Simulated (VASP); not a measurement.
# SnO2 in VASP: settings compared, part 2 of 2

VASP 6.6.1. The steps go on from the part before.

## (4) Single point, PBEsol

This run uses another cell than the first one, of 12.62 Å³/atom.

The input, INCAR:

```
SYSTEM = SnO2
PREC = Accurate
ENCUT = 520
EDIFF = 1E-6
ISMEAR = -1
SIGMA = 0.05
LREAL = .FALSE.
LASPH = .TRUE.
NELM = 100
ALGO = Normal
ISIF = 2
LWAVE = .FALSE.
LCHARG = .FALSE.
GGA = PS
NBANDS = 64
```

The input, KPOINTS:

```
regular mesh
0
G
  5 5 5
  0 0 0
```

The input, POSCAR:

```
SnO2
1.0
   -3.2488970000      3.4144700000      3.4140210000
    3.2488970000     -3.4144700000      3.4140210000
    3.2488970000      3.4144700000     -3.4140210000
Sn O
4 8
Direct
    0.5000000000      0.0000000000      0.0000000000
    0.5000000000      0.5000000000      0.5000000000
    0.0035990000      0.7535990000      0.2500000000
    0.9964010000      0.2464010000      0.7500000000
    0.8064960000      0.8037740000      0.4972780000
    0.8064960000      0.3092180000      0.0027220000
    0.3024350000      0.2459400000      0.0564950000
    0.6894450000      0.2459400000      0.4435050000
    0.3105550000      0.7540600000      0.5564950000
    0.1935040000      0.6907820000      0.9972780000
    0.6975650000      0.7540600000      0.9435050000
    0.1935040000      0.1962260000      0.5027220000
```

Potentials or basis: VASP PAW PBE potentials, release 64 (Sn_d, O).

Launch:

```sh
cat potpaw_PBE.64/Sn_d/POTCAR potpaw_PBE.64/O/POTCAR > POTCAR
mpirun -np 1 vasp_std > vasp.out
```

OUTCAR:

```text
SYSTEM = SnO2
   PREC = Accurate
   ENCUT = 520
   EDIFF = 1E-6
   ISMEAR = -1
   LREAL = .FALSE.
   LASPH = .TRUE.
   NELM = 100
   ISIF = 2
   GGA = PS

 ion  position               nearest neighbor table
   1  0.500  0.000  0.000-   6 2.09  10 2.09   7 2.09  11 2.09   8 2.09   9 2.09   2 3.25   2 3.25

   2  0.500  0.500  0.500-   5 2.09  12 2.09   9 2.09   8 2.09  11 2.09   7 2.09   1 3.25   1 3.25

   3  0.004  0.754  0.250-  10 2.09  12 2.09   9 2.09  11 2.09   5 2.10   6 2.10   4 3.25   4 3.25

[... 1845 lines left out ...]
 VOLUME and BASIS-vectors are now :
 -----------------------------------------------------------------------------
  energy-cutoff  :      520.00
  volume of cell :      151.49
      direct lattice vectors                 reciprocal lattice vectors
    -3.248897000  3.414470000  3.414021000     0.000000000  0.146435611  0.146454869
     3.248897000 -3.414470000  3.414021000     0.153898385  0.000000000  0.146454869
     3.248897000  3.414470000 -3.414021000     0.153898385  0.146435611  0.000000000

 POSITION                                       TOTAL-FORCE (eV/Angst)
 -----------------------------------------------------------------------------------
     -1.62445      1.70724      1.70701        -0.000000      0.000000      0.000000
      1.62445      1.70724      1.70701        -0.000000      0.000000      0.000000
      3.24890     -1.70723      1.73158        -0.000000     -0.000000     -0.058789
      0.00000      5.12171      1.68244         0.000000      0.000000      0.058789
      1.60676      1.70724      3.79978         0.037789      0.000000      0.075401
     -1.60676      1.70723      3.79978        -0.037789     -0.000000      0.075401
     -0.00000      0.38580      1.67929        -0.000000      0.076289      0.032520
      0.00000      3.02867      1.67929        -0.000000     -0.076289      0.032520
      3.24890      0.38580      1.73473         0.000000      0.076289     -0.032520
      4.85566      1.70723     -0.38576         0.037789     -0.000000     -0.075401
      3.24890      3.02867      1.73473         0.000000     -0.076289     -0.032520
      1.64214      1.70723     -0.38576        -0.037789     -0.000000     -0.075401
 -----------------------------------------------------------------------------------
    total drift:                                0.000000      0.000000     -0.000000

  FREE ENERGIE OF THE ION-ELECTRON SYSTEM (eV)
  ---------------------------------------------------
  free  energy   TOTEN  =       -79.2502992628 eV

  energy  without entropy=      -79.2502274753  energy(sigma->0) =      -79.25026337
```

OSZICAR:

```text
N       E                     dE             d eps       ncg     rms          rms(c)
DAV:   1     0.158677717721E+04    0.15868E+04   -0.48450E+04  4032   0.255E+03
DAV:   2     0.257971417675E+03   -0.13288E+04   -0.12577E+04  3616   0.796E+02
DAV:   3    -0.614910070706E+02   -0.31946E+03   -0.31125E+03  3760   0.279E+02
DAV:   4    -0.891801914961E+02   -0.27689E+02   -0.27381E+02  4328   0.906E+01
DAV:   5    -0.899925397971E+02   -0.81235E+00   -0.80975E+00  4080   0.163E+01    0.204E+01
DAV:   6    -0.792001844842E+02    0.10792E+02   -0.37069E+01  5520   0.670E+01    0.784E+00
DAV:   7    -0.793626692188E+02   -0.16248E+00   -0.41131E+00  3888   0.831E+00    0.449E+00
DAV:   8    -0.792864241842E+02    0.76245E-01   -0.65823E-01  4888   0.492E+00    0.118E+00
DAV:   9    -0.792490294886E+02    0.37395E-01   -0.17164E-01  5320   0.396E+00    0.194E-01
DAV:  10    -0.792501682687E+02   -0.11388E-02   -0.12912E-02  4696   0.803E-01    0.841E-02
DAV:  11    -0.792503008043E+02   -0.13254E-03   -0.75288E-04  5048   0.209E-01    0.350E-02
DAV:  12    -0.792503068196E+02   -0.60153E-05   -0.55238E-05  4240   0.456E-02    0.251E-02
DAV:  13    -0.792502993095E+02    0.75102E-05   -0.27246E-05  4104   0.335E-02    0.179E-03
DAV:  14    -0.792502992628E+02    0.46672E-07   -0.31145E-06  3264   0.853E-03
   1 F= -.79250299E+02 E0= -.79250263E+02  d E =-.717875E-04
```

stdout:

```text
POSCAR found type information on POSCAR SnO
 POSCAR found :  2 types and      12 ions
 scaLAPACK will be used
 -----------------------------------------------------------------------------
|                                                                             |
|                                                                             |
|     You enforced a specific xc type in the INCAR file but a different       |
|     I HOPE YOU KNOW WHAT YOU ARE DOING!                                     |
|                                                                             |
 -----------------------------------------------------------------------------

 LDA part: xc-table for (Slater+PW92), standard interpolation
 POSCAR, INCAR and KPOINTS ok, starting setup
 FFT: planning ... GRIDC
 FFT: planning ... GRID_SOFT
 FFT: planning ... GRID
 WAVECAR not read
 entering main loop
```

It took 4.3 min on 1 thread of Intel Xeon Platinum 8124M at 3.00GHz (Skylake/Cascade Lake), shared host; peak memory 0.42 GiB.

Results:

| Property | Result |
| --- | --- |
| Free energy | -79.2503 eV |
| Pressure | -6.0 GPa |
| Largest force | 0.084 eV/Å |
| Band gap on the k mesh | 0.53 eV |

Forces in eV/Å, atoms in the order of the input:
```
Sn   0.000  0.000  0.000
Sn   0.000  0.000  0.000
Sn   0.000  0.000 -0.059
Sn   0.000  0.000  0.059
O    0.038  0.000  0.075
O   -0.038  0.000  0.075
O    0.000  0.076  0.033
O    0.000 -0.076  0.033
O    0.000  0.076 -0.033
O    0.038  0.000 -0.075
O    0.000 -0.076 -0.033
O   -0.038  0.000 -0.075
```

Levels at points of the mesh, in eV from the valence-band top:
```
           k point  band 49  band 50  band 51  band 52  band 53  band 54  band 55  band 56
(0.00, 0.00, 0.00)    -0.78    -0.75    -0.74     0.00     0.53     4.20     4.20     5.52
```

Caveat: the cell stands under tension; semilocal functionals underestimate gaps, and a narrow one can read as zero; the PAW data sets were made with another functional, which shifts forces and pressure a little; spin-orbit coupling is left out, which moves the levels of the heavy elements.

## (5) Single point, RPBE

This run uses another cell than the first one, of 12.62 Å³/atom.

The input, INCAR:

```
PREC = Accurate
ENCUT = 520
EDIFF = 1E-7
ISMEAR = -1
SIGMA = 0.05
LREAL = False
LASPH = True
NELM = 80
ALGO = Normal
ISIF = 2
LWAVE = False
LCHARG = True
GGA = RP
LELF = True
LVHAR = True
NBANDS = 64
```

The input, KPOINTS:

```
regular mesh
0
Gamma
  5 5 5
```

POSCAR is that of step 4.

Potentials or basis: VASP PAW PBE potentials, release 64 (Sn_d, O).

Launch:

```sh
cat potpaw_PBE.64/Sn_d/POTCAR potpaw_PBE.64/O/POTCAR > POTCAR
mpirun -np 1 vasp_std > vasp.out
```

OUTCAR:

```text
PREC = Accurate
   ENCUT = 520
   EDIFF = 1E-7
   ISMEAR = -1
   LREAL = False
   LASPH = True
   NELM = 80
   ISIF = 2
   GGA = RP

 ion  position               nearest neighbor table
   1  0.500  0.000  0.000-   6 2.09  10 2.09   7 2.09  11 2.09   8 2.09   9 2.09   2 3.25   2 3.25

   2  0.500  0.500  0.500-   5 2.09  12 2.09   9 2.09   8 2.09  11 2.09   7 2.09   1 3.25   1 3.25

   3  0.004  0.754  0.250-  10 2.09  12 2.09   9 2.09  11 2.09   5 2.10   6 2.10   4 3.25   4 3.25

   4  0.996  0.246  0.750-   6 2.09   5 2.09   8 2.09   7 2.09  12 2.10  10 2.10   3 3.25   3 3.25

[... 1844 lines left out ...]
 -----------------------------------------------------------------------------
  energy-cutoff  :      520.00
  volume of cell :      151.49
      direct lattice vectors                 reciprocal lattice vectors
    -3.248897000  3.414470000  3.414021000     0.000000000  0.146435611  0.146454869
     3.248897000 -3.414470000  3.414021000     0.153898385  0.000000000  0.146454869
     3.248897000  3.414470000 -3.414021000     0.153898385  0.146435611  0.000000000

 POSITION                                       TOTAL-FORCE (eV/Angst)
 -----------------------------------------------------------------------------------
     -1.62445      1.70724      1.70701         0.000000     -0.000000      0.000000
      1.62445      1.70724      1.70701         0.000000     -0.000000      0.000000
      3.24890     -1.70723      1.73158         0.000000     -0.000000     -0.056347
      0.00000      5.12171      1.68244         0.000000      0.000000      0.056347
      1.60676      1.70724      3.79978         0.027821     -0.000000     -0.013037
     -1.60676      1.70723      3.79978        -0.027821     -0.000000     -0.013037
     -0.00000      0.38580      1.67929         0.000000     -0.012241      0.031457
      0.00000      3.02867      1.67929         0.000000      0.012241      0.031457
      3.24890      0.38580      1.73473         0.000000     -0.012241     -0.031457
      4.85566      1.70723     -0.38576         0.027821      0.000000      0.013037
      3.24890      3.02867      1.73473         0.000000      0.012241     -0.031457
      1.64214      1.70723     -0.38576        -0.027821     -0.000000      0.013037
 -----------------------------------------------------------------------------------
    total drift:                                0.000000      0.000000     -0.000000

  FREE ENERGIE OF THE ION-ELECTRON SYSTEM (eV)
  ---------------------------------------------------
  free  energy   TOTEN  =       -69.9548269706 eV

  energy  without entropy=      -69.9548112752  energy(sigma->0) =      -69.95481912
```

OSZICAR:

```text
N       E                     dE             d eps       ncg     rms          rms(c)
DAV:   1     0.160688214384E+04    0.16069E+04   -0.48551E+04  4040   0.256E+03
DAV:   2     0.265867158019E+03   -0.13410E+04   -0.12691E+04  3616   0.801E+02
DAV:   3    -0.542439674110E+02   -0.32011E+03   -0.31244E+03  3776   0.279E+02
DAV:   4    -0.812794835716E+02   -0.27036E+02   -0.26745E+02  4272   0.899E+01
DAV:   5    -0.820686160794E+02   -0.78913E+00   -0.78653E+00  4056   0.162E+01    0.221E+01
DAV:   6    -0.695712655564E+02    0.12497E+02   -0.42895E+01  5456   0.692E+01    0.801E+00
DAV:   7    -0.699419666613E+02   -0.37070E+00   -0.48925E+00  3896   0.903E+00    0.471E+00
DAV:   8    -0.699835511211E+02   -0.41584E-01   -0.66373E-01  4672   0.561E+00    0.123E+00
DAV:   9    -0.699510839510E+02    0.32467E-01   -0.19274E-01  5192   0.427E+00    0.214E-01
DAV:  10    -0.699542621831E+02   -0.31782E-02   -0.16904E-02  4488   0.861E-01    0.835E-02
DAV:  11    -0.699548124785E+02   -0.55030E-03   -0.12869E-03  4424   0.215E-01    0.284E-02
DAV:  12    -0.699548295413E+02   -0.17063E-04   -0.58879E-05  5056   0.416E-02    0.211E-02
DAV:  13    -0.699548247048E+02    0.48365E-05   -0.34617E-05  4800   0.546E-02    0.400E-03
DAV:  14    -0.699548254130E+02   -0.70819E-06   -0.35539E-06  4944   0.933E-03    0.519E-03
DAV:  15    -0.699548264004E+02   -0.98737E-06   -0.23631E-07  2880   0.533E-03    0.222E-03
DAV:  16    -0.699548269057E+02   -0.50537E-06   -0.29642E-07  2952   0.295E-03    0.181E-04
DAV:  17    -0.699548269706E+02   -0.64892E-07   -0.32173E-08  2296   0.115E-03
   1 F= -.69954827E+02 E0= -.69954819E+02  d E =-.156955E-04
```

Wall time 5.4 min (1 thread of Intel Xeon Platinum 8124M at 3.00GHz (Skylake/Cascade Lake), shared host); peak memory 0.41 GiB.

Results:

- Free energy: -69.9548 eV
- Pressure: 3.7 GPa
- Largest force: 0.056 eV/Å
- Band gap on the k mesh: 0.70 eV

Forces in eV/Å, atoms in the order of the input:
```
Sn   0.000  0.000  0.000
Sn   0.000  0.000  0.000
Sn   0.000  0.000 -0.056
Sn   0.000  0.000  0.056
O    0.028  0.000 -0.013
O   -0.028  0.000 -0.013
O    0.000 -0.012  0.031
O    0.000  0.012  0.031
O    0.000 -0.012 -0.031
O    0.028  0.000  0.013
O    0.000  0.012 -0.031
O   -0.028  0.000  0.013
```

Levels at points of the mesh, in eV from the valence-band top:
| k point | band 50 | band 51 | band 52 | band 53 | band 54 | band 55 |
| --- | --- | --- | --- | --- | --- | --- |
| (0.00, 0.00, 0.00) | -0.72 | -0.72 | 0.00 | 0.70 | 4.39 | 4.39 |

Caveat: the cell stands under pressure; semilocal functionals underestimate gaps, and a narrow one can read as zero; the PAW data sets were made with another functional, which shifts forces and pressure a little; spin-orbit coupling is left out, which moves the levels of the heavy elements.

## (6) Single point, revPBE

This run uses another cell than the first one, of 12.62 Å³/atom.

The input, INCAR:

```
SYSTEM = SnO2
PREC = Accurate ; ENCUT = 520
EDIFF = 1E-7 ; ISMEAR = -1
SIGMA = 0.05 ; LREAL = .FALSE.
LASPH = .TRUE. ; NELM = 80
ALGO = Normal ; ISIF = 2
LWAVE = .FALSE. ; LCHARG = .TRUE.
GGA = RE ; LELF = .TRUE.
LVHAR = .TRUE. ; NBANDS = 64
```

The input, KPOINTS:

```
regular mesh
0
G
  5 5 5
  0 0 0
```

POSCAR is that of step 5.

Potentials or basis: VASP PAW PBE potentials, release 64 (Sn_d, O).

Launch:

```sh
cat potpaw_PBE.64/Sn_d/POTCAR potpaw_PBE.64/O/POTCAR > POTCAR
mpirun -np 1 vasp_std > vasp.out
```

Run time: 5.1 min. Hardware: 1 thread of Intel Xeon Platinum 8124M at 3.00GHz (Skylake/Cascade Lake), shared host; peak memory 0.41 GiB.

Results (log left out):

```
Free energy            : -70.4924 eV
Pressure               : 2.6 GPa
Largest force          : 0.057 eV/Å
Band gap on the k mesh : 0.68 eV
```

Forces in eV/Å, atoms in the order of the input:
```
Sn   0.000  0.000  0.000
Sn   0.000  0.000  0.000
Sn   0.000  0.000 -0.057
Sn   0.000  0.000  0.057
O    0.029  0.000 -0.005
O   -0.029  0.000 -0.005
O    0.000 -0.004  0.032
O    0.000  0.004  0.032
O    0.000 -0.004 -0.032
O    0.029  0.000  0.005
O    0.000  0.004 -0.032
O   -0.029  0.000  0.005
```

Stress tensor (GPa, compression positive):
```
2.31 0.00 0.00
0.00 2.75 0.00
0.00 0.00 2.78
```

Levels at points of the mesh, in eV from the valence-band top:
```csv
k point,band 49,band 50,band 51,band 52,band 53,band 54,band 55,band 56
"(0.00, 0.00, 0.00)",-0.77,-0.73,-0.72,0.00,0.68,4.37,4.37,5.71
```

Caveat: semilocal functionals underestimate gaps, and a narrow one can read as zero; the PAW data sets were made with another functional, which shifts forces and pressure a little; spin-orbit coupling is left out, which moves the levels of the heavy elements.

## (7) Overview

| level | cell | k mesh | gap on the mesh (eV) | pressure (GPa) | largest force (eV/Å) |
| --- | --- | --- | --- | --- | --- |
| revPBE+D4 | a = 5.768 Å, angles 111.9, 108.3, 108.3°, 12 atoms, atomic positions A | 6 × 6 × 6 | 0.95 | 0.6 | 0.01 |
| RPBE | a = 5.820 Å, angles 112.1, 108.2, 108.2°, 12 atoms, atomic positions B | 6 × 6 × 6 | 0.70 | 3.7 | 0.06 |
| PBEsol | a = 5.820 Å, angles 112.1, 108.2, 108.2°, 12 atoms, atomic positions B | 5 × 5 × 5 | 0.53 | -6.0 | 0.08 |
| RPBE | a = 5.820 Å, angles 112.1, 108.2, 108.2°, 12 atoms, atomic positions B | 5 × 5 × 5 | 0.70 | 3.7 | 0.06 |
| revPBE | a = 5.820 Å, angles 112.1, 108.2, 108.2°, 12 atoms, atomic positions B | 5 × 5 × 5 | 0.68 | 2.6 | 0.06 |

Alike in all rows: task single point; potentials or basis VASP PAW PBE potentials, release 64 (Sn_d, O); no spin polarisation; cutoff (eV) 520; smearing fermi-dirac 0.05 eV.

Caveats: the PAW data sets were made with another functional, which shifts forces and pressure a little; spin-orbit coupling is left out, which moves the levels of the heavy elements; semilocal functionals underestimate gaps, and a narrow one can read as zero (at least some runs); the cell stands under pressure (at least some runs); the cell stands under tension (at least some runs).

Total energies depend on the potentials used, so only differences within one code and one set of settings carry meaning.
